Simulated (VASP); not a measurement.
Here is a VASP 6.6.1 calculation.

File INCAR:

```
SYSTEM = Ba5Na4Al2O10
PREC = Accurate
ENCUT = 970
EDIFF = 1E-6
ISMEAR = -1
SIGMA = 0.2111
LREAL = Auto
LASPH = .TRUE.
NELM = 120
ALGO = Normal
ISIF = 2
LWAVE = .FALSE.
LCHARG = .TRUE.
GGA = PE
LELF = .TRUE.
LVHAR = .TRUE.
NBANDS = 92
ISYM = 0
GGA_COMPAT = .FALSE.
```

Contents of KPOINTS:

```
regular mesh
0
G
  1 1 1
  0 0 0
```

Contents of POSCAR:

```
Ba5Na4Al2O10
1.0
    6.9327090000     -0.0765500000      0.0671430000
   -0.0765500000      7.2143380000     -0.0554530000
    0.0671430000     -0.0554530000      6.7389310000
Ba O Al Na
5 10 2 4
Direct
    0.6861590798      0.9678258067      0.1124739317
    0.3945941395      0.6839141110      0.8478960320
    1.0019399898      0.7659631883      0.7509211327
    0.4300379964      0.1258524415      0.6739156187
    0.9512414387      0.2381432482      0.5998656988
    1.1568830623      0.1632650353      0.2779786492
    0.7349409509      0.4903179208      0.8313613034
    0.1643109087      0.5037036804      0.5683660439
    0.4883044606      0.6082947094      0.2180753209
    0.2690277949      0.8365004723      0.5325603018
    0.7193283740     -0.0718718840      0.7058653106
    0.6597152148      0.1915272125      0.3313048464
    0.3550846864      0.9635085523      0.0614327389
    0.0585057011      0.7255941724      0.1625520614
    0.0216403798      1.0980558535      0.9201215284
    0.0986978740     -0.0132729933      0.1413596758
    0.2724613169      0.6712420594      0.3502458351
    0.7229748796      0.4296784819      0.1864294587
   -0.0052867983      0.3874580267      1.0442152741
    0.3774155974      0.3410824385      0.2701897718
    0.7125741500      0.6747799845      0.4827932217
```

Potentials or basis: VASP PAW PBE potentials, release 64 (Ba_sv, O, Al, Na_sv).

Launch:

```console
$ cat potpaw_PBE.64/Ba_sv/POTCAR potpaw_PBE.64/O/POTCAR potpaw_PBE.64/Al/POTCAR potpaw_PBE.64/Na_sv/POTCAR > POTCAR
$ mpirun -np 1 vasp_gam > vasp.out
```

**Question.** Predict the largest force.

**Answer.** 4.986 eV/Å.

**Question.** What does it give for the pressure?

**Answer.** 12.7 GPa.

Forces in eV/Å, atoms in the order of the input:
```
Ba   0.201 -1.941 -0.535
Ba   3.831 -2.334  0.429
Ba  -3.241  0.011  1.373
Ba   0.441  0.974 -0.474
Ba  -1.741 -0.756 -0.542
O   -1.951  2.702  3.708
O    0.134 -0.258 -0.211
O    1.885  0.272 -2.262
O   -1.138  0.776  1.569
O    1.177  1.975 -0.603
O   -1.931 -0.116 -1.072
O   -0.295  1.631  2.456
O   -0.596 -0.482 -1.478
O    0.550  0.020  1.094
O   -0.224 -0.410  0.521
Al   3.684 -1.721 -2.785
Al  -1.439  0.302  0.077
Na  -0.341  1.014 -1.058
Na   1.102 -0.330 -0.394
Na   0.611 -1.320  0.067
Na  -0.719 -0.010  0.118
```

Caveat: the k points lie up to 0.93 Å⁻¹ apart; the atoms stand as in a frame of molecular dynamics.
